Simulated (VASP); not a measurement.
Runs of VASP 6.6.1 on Sn. It takes space group Fd-3m (No. 227, cubic). The conventional cell has a = 6.467 Å, b = 6.467 Å, c = 6.467 Å, α = 90.00°, β = 90.00°, γ = 90.00°. Sn (site symmetry -43m) has 4 Sn at 2.80 Å within 3.7 Å. 

```csv
level,gap on the mesh (eV),pressure (GPa)
r2SCAN,none,2.2
RPBE,none,5.2
PBE,none,(a)
BLYP,none,6.5
```

Alike in all rows: task single point; potentials or basis VASP PAW PBE potentials, release 64 (Sn_d); no spin polarisation; cell as given; k mesh 9 × 9 × 9; cutoff (eV) 520; smearing fermi-dirac 0.1 eV.

Task: Estimate the missing entries.

Result: (a) 3.8.

Caveats: spin-orbit coupling is left out, which moves the levels of the heavy elements; the PAW data sets were made with another functional, which shifts forces and pressure a little (some runs).

A k mesh can miss the band edges, and the runs leave out spin-orbit coupling on Sn.

A gap of «none» marks levels without a gap at the run's occupations.
